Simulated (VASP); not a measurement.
# Ti3N3O in VASP: notebook

The runs below take Ti3N3O through single point, with PBE.

Program: VASP 6.6.1. These are calculated values, not measurements. Logs are shortened: lines on timing, memory, paths and dates and some standing lists are left out, and cuts for length are marked.

## (1) The cell of the first run

The cell holds a slab with vacuum, 7 atoms: a = 3.003 Å, b = 3.003 Å, c = 19.758 Å, α = 90.00°, β = 90.00°, γ = 90.00°.

## (2) Single point, PBE

The input, INCAR:

```
PREC     = Accurate       # precision mode
ENCUT    = 520            # plane-wave cutoff, eV
EDIFF    = 1E-6           # SCF threshold, eV
ISMEAR   = 0              # smearing method
SIGMA    = 0.1            # smearing width, eV
LREAL    = F              # projectors in reciprocal space
LASPH    = T              # aspherical terms in the spheres
NELM     = 60             # most SCF steps
ALGO     = Normal         # electronic algorithm
ISIF     = 2              # what is computed and relaxed
LWAVE    = F              # write WAVECAR
LCHARG   = F              # write CHGCAR
LDIPOL   = T            
IDIPOL   = 3            
DIPOL    = 0.5 0.5 0.332
GGA      = PE             # functional
NBANDS   = 38             # bands
```

The input, KPOINTS:

```
regular mesh
0
Gamma
  9 9 1
```

The input, POSCAR:

```
Ti3N3O
1.0
    3.0028555065      0.0000000000      0.0000000000
    0.0000000000      3.0028555065      0.0000000000
    0.0000000000      0.0000000000     19.7584945265
Ti N O
3 3 1
Direct
    0.5000000000      0.5000000000      0.2024445736
    0.0000000000      0.0000000000      0.3072496201
    0.4723495056      0.4723495056      0.4125888312
    0.0000000000      0.0000000000      0.2024445736
    0.5000000000      0.5000000000      0.3055678856
   -0.0500440488     -0.0500440488      0.4162324887
    0.1250000000      0.1250000000      0.4787738843
```

Potentials or basis: VASP PAW PBE potentials, release 64 (Ti_sv, N, O).

Started as:

```
$ cat potpaw_PBE.64/Ti_sv/POTCAR potpaw_PBE.64/N/POTCAR potpaw_PBE.64/O/POTCAR > POTCAR
$ mpirun -np 1 vasp_std > vasp.out
```

OUTCAR:

```text
PREC = Accurate
   ENCUT = 520
   EDIFF = 1E-6
   ISMEAR = 0
   LREAL = F
   LASPH = T
   NELM = 60
   ISIF = 2
   GGA = PE

 ion  position               nearest neighbor table
   1  0.500  0.500  0.202-   5 2.04   4 2.12   4 2.12   4 2.12   4 2.12
   2  0.000  0.000  0.307-   4 2.07   5 2.12   5 2.12   5 2.12   5 2.12   6 2.16   3 2.89
   3  0.472  0.472  0.413-   7 1.97   6 2.03   5 2.12   6 2.13   6 2.13   6 2.22   2 2.89
   4  0.000  0.000  0.202-   2 2.07   1 2.12   1 2.12   1 2.12   1 2.12
   5  0.500  0.500  0.306-   1 2.04   3 2.12   2 2.12   2 2.12   2 2.12   2 2.12
   6  0.950  0.950  0.416-   7 1.44   3 2.03   3 2.13   3 2.13   2 2.16   3 2.22
   7  0.125  0.125  0.479-   6 1.44   3 1.97

  LATTYP: Found a simple tetragonal cell.
 ALAT       =     3.0028555065
 C/A-ratio  =     6.5799018580

  Lattice vectors:

 A1 = (   3.0028555065,   0.0000000000,   0.0000000000)
 A2 = (   0.0000000000,   3.0028555065,   0.0000000000)
 A3 = (   0.0000000000,   0.0000000000,  19.7584945265)

Analysis of symmetry for initial positions (statically):
=====================================================================
 Subroutine PRICEL returns:
 Original cell was already a primitive cell.

 Routine SETGRP: Setting up the symmetry group for a
 simple tetragonal supercell.

 Subroutine GETGRP returns: Found  2 space group operations
 (whereof  2 operations were pure point group operations)
 out of a pool of 16 trial point group operations.

The static configuration has the point symmetry C_1h.

Analysis of symmetry for dynamics (positions and initial velocities):
=====================================================================
 Subroutine PRICEL returns:
 Original cell was already a primitive cell.

 Routine SETGRP: Setting up the symmetry group for a
 simple tetragonal supercell.

 Subroutine GETGRP returns: Found  2 space group operations
 (whereof  2 operations were pure point group operations)
 out of a pool of 16 trial point group operations.

The dynamic configuration has the point symmetry C_1h.

 Subroutine INISYM returns: Found  2 space group operations
 (whereof  2 operations are pure point group operations),
 and found     1 'primitive' translations

----------------------------------------------------------------------------------------

                                     Primitive cell

  volume of cell :     178.1651

  direct lattice vectors                    reciprocal lattice vectors
     3.002855506  0.000000000  0.000000000     0.333016357  0.000000000  0.000000000
     0.000000000  3.002855506  0.000000000     0.000000000  0.333016357  0.000000000
     0.000000000  0.000000000 19.758494527     0.000000000  0.000000000  0.050611143

  length of vectors
     3.002855506  3.002855506 19.758494527     0.333016357  0.333016357  0.050611143

  position of ions in fractional coordinates (direct lattice)
     0.500000000  0.500000000  0.202444574
     0.000000000  0.000000000  0.307249620
     0.472349506  0.472349506  0.412588831
     0.000000000  0.000000000  0.202444574
     0.500000000  0.500000000  0.305567886
     0.949955951  0.949955951  0.416232489
     0.125000000  0.125000000  0.478773884

  ion indices of the primitive-cell ions
   primitive index   ion index
                 1           1
                 2           2
                 3           3
                 4           4
                 5           5
                 6           6
                 7           7

----------------------------------------------------------------------------------------

 KPOINTS: regular mesh

Automatic generation of k-mesh.
 Grid dimensions read from file:
 generate k-points for:    9    9    1

 Generating k-lattice:

  Cartesian coordinates                     Fractional coordinates (reciprocal lattice)
     0.037001817  0.000000000  0.000000000     0.111111111  0.000000000  0.000000000
     0.000000000  0.037001817  0.000000000     0.000000000  0.111111111  0.000000000
     0.000000000  0.000000000  0.050611143     0.000000000  0.000000000  1.000000000

  Length of vectors
     0.037001817  0.037001817  0.050611143

  Shift w.r.t. Gamma in fractional coordinates (k-lattice)
     0.000000000  0.000000000  0.000000000

 Subroutine IBZKPT returns following result:
 ===========================================

 Found     25 irreducible k-points:

 Following reciprocal coordinates:
            Coordinates               Weight
  0.000000  0.000000  0.000000      1.000000
  0.111111  0.000000  0.000000      4.000000
  0.222222  0.000000  0.000000      4.000000
  0.333333  0.000000  0.000000      4.000000
  0.444444  0.000000  0.000000      4.000000
  0.111111  0.111111  0.000000      2.000000
[... 16 lines left out ...]
 -0.333333  0.444444  0.000000      4.000000
  0.444444  0.444444  0.000000      2.000000
   k-points           NKPTS =     25   k-points in BZ     NKDIM =     25   number of bands    NBANDS=     38
   number of dos      NEDOS =    301   number of ions     NIONS =      7
   total plane-waves  NPLWV =  86400
   dimension x,y,z NGX =    24 NGY =   24 NGZ =  150
   dimension x,y,z NGXF=    48 NGYF=   48 NGZF=  300
   ions per type =               3   3   1
   NGX,Y,Z   is equivalent  to a cutoff of  13.29, 13.29, 12.62 a.u.
   NGXF,Y,Z  is equivalent  to a cutoff of  26.57, 26.57, 25.24 a.u.
 SYSTEM =  unknown system
   PREC   = accura    normal or accurate (medium, high low for compatibility)
   ISTART =      0    job   : 0-new  1-cont  2-samecut
   ICHARG =      2    charge: 1-file 2-atom 10-const
   ISPIN  =      1    spin polarized calculation?
   LNONCOLLINEAR =      F non collinear calculations
   LSORBIT =      F    spin-orbit coupling
   LASPH  =      T    aspherical Exc in radial PAW
   ENCUT  =  520.0 eV  38.22 Ry    6.18 a.u.   5.58  5.58 36.74*2*pi/ulx,y,z
   NELM   =     60;   NELMIN=  2; NELMDL= -5     # of ELM steps
   EDIFF  = 0.1E-05   stopping-criterion for ELM
   LREAL  =      F    real-space projection
   EDIFFG = 0.1E-04   stopping-criterion for IOM
   NSW    =      0    number of steps for IOM
   IBRION =     -1    ionic relax: 0-MD 1-quasi-New 2-CG
   NFREE  =      0    steps in history (QN), initial steepest desc. (CG)
   ISIF   =      2    stress and relaxation
   ISYM   =      2    0-nonsym 1-usesym 2-fastsym
   POTIM  = 0.5000    time-step for ionic-motion
   TEBEG  =    0.0;   TEEND  =   0.0 temperature during run
   PSTRESS=    0.0 pullay stress
   NELECT =      57.0000    total number of electrons
   NUPDOWN=      -1.0000    fix difference up-down
   EMIN   =  10.00;   EMAX   =-10.00  energy-range for DOS
   EFERMI =   0.00;   METHOD = LEGACY
   ISMEAR =     0;   SIGMA  =   0.10  broadening in eV -4-tet -1-fermi 0-gaus
   EFERMI_NEDOS =   21; number of points for ismear=-14 and -15
   IALGO  =     38    algorithm
   IMIX   =      4    mixing-type and parameters
     AMIX     =   0.40;   BMIX     =  1.00
     AMIX_MAG =   1.60;   BMIX_MAG =  1.00
  volume/ion in A,a.u.               =      25.45       171.76
  Fermi-wavevector in a.u.,A,eV,Ry     =   1.119676  2.115880 17.057262  1.253673
  Thomas-Fermi vector in A             =   2.256316
   LORBIT       =      0    0 simple, 1 ext, 2 COOP (PROOUT), +10 PAW based schemes
   GGA     = PE    functional components
   LHFCALC =     F    Hartree Fock is set to
   AEXX    =    0.0000 exact exchange contribution
   IVDW    =     0    specifies the selected vdW correction
   LEPSILON=     F    determine dielectric tensor
   LRPA    =     F    only Hartree local field effects (RPA)
 non-spin polarized calculation
 Gauss-broadening in eV      SIGMA  =   0.10
  energy-cutoff  :      520.00
  volume of cell :      178.17
 maximum number of plane-waves:      4826
   NGX = 11   NGY = 11   NGZ = 73

 dipolmoment           0.000000      0.000000     -0.343716 electrons x Angstroem

 number of electron      56.9999998 magnetization

 dipolmoment           0.000000      0.000000      0.142188 electrons x Angstroem

 Free energy of the ion-electron system (eV)
  ---------------------------------------------------
  ext. energy  EPLUGINS =         0.00000000
  ---------------------------------------------------
  free energy    TOTEN  =       -62.42240957 eV

  energy without entropy =      -62.39962066  energy(sigma->0) =      -62.41101512

 E-fermi :   1.5476     XC(G=0):  -5.4711

 val. band max:        1.5273800824   @ k =   0.0000   0.0000   0.0000
 cond. band min:       1.5688940700   @ k =   0.0000   0.0000   0.0000
 fundamental gap:      0.0415139877
 Fermi energy:         1.5475748714

 k-point     1 :       0.0000    0.0000    0.0000
  band No.  band energies     occupation
      1     -56.6201      2.00000
      2     -56.3288      2.00000
      3     -56.1004      2.00000
      4     -32.9846      2.00000
      5     -32.8421      2.00000
      6     -32.7927      2.00000
[... 30 lines left out ...]
     37       2.9683      0.00000
     38       3.0795      0.00000

 k-point     2 :       0.1111    0.0000    0.0000
  band No.  band energies     occupation
      1     -56.6159      2.00000
      2     -56.3245      2.00000
      3     -56.0975      2.00000
      4     -32.9803      2.00000
      5     -32.8739      2.00000
      6     -32.7938      2.00000
[... 30 lines left out ...]
     37       3.2977      0.00000
     38       3.4716      0.00000

 k-point     3 :       0.2222    0.0000    0.0000
  band No.  band energies     occupation
      1     -56.6052      2.00000
      2     -56.3135      2.00000
      3     -56.0903      2.00000
      4     -33.0068      2.00000
      5     -32.9461      2.00000
      6     -32.7938      2.00000
[... 30 lines left out ...]
     37       3.6249      0.00000
     38       4.1308      0.00000

 k-point     4 :       0.3333    0.0000    0.0000
  band No.  band energies     occupation
      1     -56.5930      2.00000
      2     -56.3010      2.00000
      3     -56.0821      2.00000
      4     -33.1239      2.00000
      5     -32.9621      2.00000
      6     -32.7956      2.00000
[... 30 lines left out ...]
     37       3.7381      0.00000
     38       4.7952      0.00000
[... 703 lines left out ...]
      4     -33.1331      2.00000
      5     -32.9854      2.00000
      6     -32.8884      2.00000
[... 30 lines left out ...]
     37       3.9905      0.00000
     38       4.2945      0.00000

 k-point    23 :      -0.3333    0.4444    0.0000
  band No.  band energies     occupation
      1     -56.5611      2.00000
      2     -56.2702      2.00000
      3     -56.0534      2.00000
      4     -33.1246      2.00000
      5     -32.9929      2.00000
      6     -32.8880      2.00000
[... 30 lines left out ...]
     37       3.9809      0.00000
     38       4.2839      0.00000

 k-point    24 :       0.4444    0.4444    0.0000
  band No.  band energies     occupation
      1     -56.5540      2.00000
      2     -56.2635      2.00000
      3     -56.0465      2.00000
      4     -33.1344      2.00000
      5     -33.0290      2.00000
      6     -32.8656      2.00000
[... 30 lines left out ...]
     37       3.9985      0.00000
     38       4.0017      0.00000

 [... further k-points ...]

------------------------ aborting loop because EDIFF is reached ----------------------------------------

 vacuum level on the upper side and lower side of the slab       (xc-potential included)         1.381        -1.516

  FORCE on cell =-STRESS in cart. coord.  units (eV):
  Direction    XX          YY          ZZ          XY          YZ          ZX
  --------------------------------------------------------------------------------------
  -------------------------------------------------------------------------------------
  Total       -0.0506398     -0.0506398      0.0726781      0.9170601     -0.2647225     -0.2647229
  in kB       -0.4553862     -0.4553862      0.6535687      8.2468040     -2.3805581     -2.3805614
  external PRESSURE =      -0.0857346 kB  Pullay stress =       0.0000000 kB

 VOLUME and BASIS-vectors are now :
 -----------------------------------------------------------------------------
  energy-cutoff  :      520.00
  volume of cell :      178.17
      direct lattice vectors                 reciprocal lattice vectors
     3.002855506  0.000000000  0.000000000     0.333016357  0.000000000  0.000000000
     0.000000000  3.002855506  0.000000000     0.000000000  0.333016357  0.000000000
     0.000000000  0.000000000 19.758494527     0.000000000  0.000000000  0.050611143

 POSITION                                       TOTAL-FORCE (eV/Angst)
 -----------------------------------------------------------------------------------
      1.50143      1.50143      4.00000         0.039211      0.039211      1.685271
      0.00000      0.00000      6.07079         0.195763      0.195763     -0.526672
      1.41840      1.41840      8.15213         0.036431      0.036431     -0.022911
      0.00000      0.00000      4.00000        -0.070238     -0.070238     -1.598450
      1.50143      1.50143      6.03756        -0.055673     -0.055673      0.404879
      2.85258      2.85258      8.22413        -0.071046     -0.071046     -0.155098
      0.37536      0.37536      9.45985        -0.074448     -0.074448      0.212981
 -----------------------------------------------------------------------------------
    total drift:                               -0.000129     -0.000129     -0.001073

  FREE ENERGIE OF THE ION-ELECTRON SYSTEM (eV)
  ---------------------------------------------------
  free  energy   TOTEN  =       -62.4224095693 eV

  energy  without entropy=      -62.3996206634  energy(sigma->0) =      -62.41101512

 vacuum level on the upper side and lower side of the slab         6.690         3.731
```

It took 9.1 min on 1 thread of Intel Xeon Platinum 8259CL at 2.50GHz (Skylake/Cascade Lake), shared host; peak memory 0.35 GiB.

Results:

- Free energy: -62.4224 eV
- Largest force: 1.686 eV/Å
- Band gap on the k mesh: zero (an odd number of electrons rules out a gap without spin polarisation)

Forces on the atoms (eV/Å):
```
Ti   0.039  0.039  1.685
Ti   0.196  0.196 -0.527
Ti   0.036  0.036 -0.023
N   -0.070 -0.070 -1.598
N   -0.056 -0.056  0.405
N   -0.071 -0.071 -0.155
O   -0.074 -0.074  0.213
```

Levels at points of the mesh, in eV from the Fermi level:
```tsv
k point	band 26	band 27	band 28	band 29	band 30	band 31	band 32	band 33
(0.00, 0.00, 0.00)	-2.41	-2.28	-2.20	-1.15	-0.45	-0.02	0.02	0.44
```

Caveat: an odd number of electrons without spin polarisation forces a metal; a magnetic or distorted state may lie lower.

## (3) Single point, PBE

The input, INCAR:

```
SYSTEM = Ti3N3O
PREC = Accurate
ENCUT = 520
EDIFF = 1E-6
ISMEAR = 0
SIGMA = 0.1
LREAL = .False.
LASPH = .True.
NELM = 100
ALGO = Normal
ISIF = 2
LWAVE = .False.
LCHARG = .True.
LDIPOL = .True.
IDIPOL = 3
DIPOL = 0.5 0.5 0.339
GGA = PE
LELF = .True.
LVHAR = .True.
LVACPOTAV = .True.
NBANDS = 38
```

The input, KPOINTS:

```
regular mesh
0
Gamma
  9 9 1
  0 0 0
```

The input, POSCAR:

```
Ti3N3O
1.0
    3.0028555065      0.0000000000      0.0000000000
    0.0000000000      3.0028555065      0.0000000000
    0.0000000000      0.0000000000     19.7584945265
Ti N O
3 3 1
Direct
    0.5000000000      0.5000000000      0.2024445736
    0.0000000000      0.0000000000      0.3072496201
    0.4852413262      0.4852413262      0.4371224825
    0.0000000000      0.0000000000      0.2024445736
    0.5000000000      0.5000000000      0.3055678856
   -0.0164910690     -0.0164910690      0.4053743273
    0.3750000000      0.3750000000      0.5153014544
```

Potentials or basis: VASP PAW PBE potentials, release 64 (Ti_sv, N, O).

Started as:

```
$ cat potpaw_PBE.64/Ti_sv/POTCAR potpaw_PBE.64/N/POTCAR potpaw_PBE.64/O/POTCAR > POTCAR
$ mpirun -np 1 vasp_std > vasp.out
```

Run time: 10 min. Hardware: 1 thread of Intel Xeon Platinum 8259CL at 2.50GHz (Skylake/Cascade Lake), shared host; peak memory 0.36 GiB.

The run converged. Its results:

```
Free energy            : -63.7194 eV
Largest force          : 2.524 eV/Å
Band gap on the k mesh : zero (an odd number of electrons rules out a gap without spin polarisation)
```

Forces on the atoms (eV/Å):
```
Ti   0.010  0.010  0.794
Ti   0.009  0.009  2.524
Ti   0.087  0.087 -0.443
N   -0.025 -0.025 -1.781
N   -0.036 -0.036 -1.567
N    0.004  0.004  0.037
O   -0.047 -0.047  0.437
```

Levels at points of the mesh, in eV from the Fermi level:
| k point | band 26 | band 27 | band 28 | band 29 | band 30 | band 31 |
| --- | --- | --- | --- | --- | --- | --- |
| (0.00, 0.00, 0.00) | -1.30 | -0.94 | -0.85 | -0.62 | -0.33 | 0.93 |

Caveat: an odd number of electrons without spin polarisation forces a metal; a magnetic or distorted state may lie lower.
